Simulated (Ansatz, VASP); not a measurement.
**C in VASP and in Ansatz**

Contents of INCAR:

```
SYSTEM = C
  ALGO = Normal
  EDIFF = 1E-7
  ENCUT = 520
  GGA = PE
  ISIF = 2
  ISMEAR = 0
  ISPIN = 2
  IVDW = 12
  LASPH = .TRUE.
  LCHARG = .FALSE.
  LORBIT = 11
  LREAL = .FALSE.
  LWAVE = .FALSE.
  MAGMOM = 1 1 1 1 1 1 1 1 1 1 1 1
  NBANDS = 40
  NELM = 150
  PREC = Accurate
  SIGMA = 0.1
```

File KPOINTS:

```
k-points
0
G
  12 12 1
  0 0 0
```

File POSCAR:

```
C
1.0
    2.4562499605      0.0000000000      0.0000000000
   -1.2281249803      2.1271748638      0.0000000000
    0.0000000000      0.0000000000     29.4918787000
C
12
Direct
    0.6666666700      0.3333333300      0.9983718000
    0.6666666700      0.3333333300      0.4983719100
    0.6666666700      0.3333333300      0.7327879500
    0.6666666700      0.3333333300      0.2327903300
    0.0000000000      0.0000000000      0.6158379900
    0.3333333300      0.6666666700      0.2327879500
    0.0000000000      0.0000000000      0.1158379900
    0.6666666700      0.3333333300      0.6158400100
    0.3333333300      0.6666666700      0.7327903300
    0.3333333300      0.6666666700      0.1158400100
    0.3333333300      0.6666666700      0.4983718000
    0.3333333300      0.6666666700      0.9983719100
```

Input for Ansatz:

```yaml
crystal:
  lattice:
    - [2.4562499605, 0.0, 0.0]
    - [-1.2281249803, 2.1271748638, 0.0]
    - [0.0, 0.0, 29.4918787]
  atoms:
    - { symbol: C, position: [0.66666667, 0.33333333, 0.9983718], spin: 1.0 }
    - { symbol: C, position: [0.66666667, 0.33333333, 0.49837191], spin: 1.0 }
    - { symbol: C, position: [0.66666667, 0.33333333, 0.73278795], spin: 1.0 }
    - { symbol: C, position: [0.66666667, 0.33333333, 0.23279033], spin: 1.0 }
    - { symbol: C, position: [0.0, 0.0, 0.61583799], spin: 1.0 }
    - { symbol: C, position: [0.33333333, 0.66666667, 0.23278795], spin: 1.0 }
    - { symbol: C, position: [0.0, 0.0, 0.11583799], spin: 1.0 }
    - { symbol: C, position: [0.66666667, 0.33333333, 0.61584001], spin: 1.0 }
    - { symbol: C, position: [0.33333333, 0.66666667, 0.73279033], spin: 1.0 }
    - { symbol: C, position: [0.33333333, 0.66666667, 0.11584001], spin: 1.0 }
    - { symbol: C, position: [0.33333333, 0.66666667, 0.4983718], spin: 1.0 }
    - { symbol: C, position: [0.33333333, 0.66666667, 0.99837191], spin: 1.0 }
basis:
  ecutwfc: 420
kpoints:
  mp_grid: { grid: [12, 12, 1] }
hamiltonian:
  xc: pbe
  dispersion: d3bj
scf:
  occupations: { method: gaussian, width: 0.1 }
  lower_state_search: "off"
output:
  forces: true
  stress: true
  eigenvalues: true
  populations: true
magnetization:
  spin_polarized: true
```

Alike in both runs: task single point; functional PBE; dispersion D3(BJ); k mesh 12 × 12 × 1; occupations gaussian, width 0.1 eV; collinear spin.

```csv
,VASP,Ansatz
version,VASP 6.6.1,Ansatz 0.2.0
potentials or method,"VASP PAW PBE potentials, release 64 (C), cutoff 520 eV","scalar-relativistic, plane waves, PAW"
valence electrons in the cell,48,48
```

```csv
,VASP,Ansatz,Ansatz less VASP
gap on the k mesh at the Fermi level (eV),none,none,-
least direct gap on the mesh (eV),0.00,0.00,0.000
rms of the force components (eV/Å),0.005,0.005,0.0000
net moment per atom (μB),0.00,0.00,0.000
```

Atom by atom the forces differ by 0.000 eV/Å (rms over components). A gap of «none» marks a metal or a gap that the smearing closes. Ansatz's warnings: seeded moment not kept.

A gap of «none» marks a metal or a gap under the smearing width.
